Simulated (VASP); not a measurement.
BaF2: single point with r2SCAN

Crystal: BaF2.

```xyz
3
Lattice="0.0000 3.1280 3.1280 3.1280 0.0000 3.1280 3.1280 3.1280 0.0000" Properties=species:S:1:pos:R:3 pbc="T T T"
Ba    0.0000    0.0000    0.0000
F     1.5640    1.5640    1.5640
F     4.6920    4.6920    4.6920
```

| Quantity | Value |
| --- | --- |
| Program | VASP 6.6.1 |
| Task | single point |
| Functional | r2SCAN |
| Potentials or basis | VASP PAW PBE potentials, release 64 (Ba_sv, F) |
| Cutoff | 660 eV |
| k mesh | 6 × 6 × 6 |
| Occupations | gaussian, width 0.02 eV |
| Spin | no spin polarisation |
| Dipole correction | no |
| Further INCAR settings | ALGO = Normal; EDIFF = 1e-06; NBANDS = 19 |

```yaml
Pressure: -0.9 GPa
Band_gap_on_the_k_mesh: 7.23 eV (least direct gap 7.29 eV)
```

Levels at points of the mesh, in eV from the valence-band top:
| k point | band 8 | band 9 | band 10 | band 11 | band 12 | band 13 | band 14 | band 15 | band 16 | band 17 |
| --- | --- | --- | --- | --- | --- | --- | --- | --- | --- | --- |
| (0.00, 0.00, 0.00) | -1.39 | -1.39 | -0.06 | -0.06 | -0.06 | 7.23 | 9.81 | 9.81 | 12.05 | 12.05 |
| (0.50, 0.00, 0.00) | -1.00 | -0.61 | -0.34 | -0.15 | -0.15 | 9.75 | 9.75 | 9.78 | 10.02 | 12.26 |
| (0.50, 0.50, 0.00) | -0.32 | -0.32 | -0.31 | -0.31 | -0.10 | 7.65 | 9.71 | 11.23 | 12.63 | 12.63 |

Run time: 63 s on 1 thread of Intel(R) Xeon(R) 6975P-C (Granite Rapids), with other jobs on the host, peak memory 0.26 GiB.

Caveat: the PAW data sets were made with another functional, which shifts forces and pressure a little; spin-orbit coupling is left out, which moves the levels of the heavy elements. A k mesh can miss the band edges.
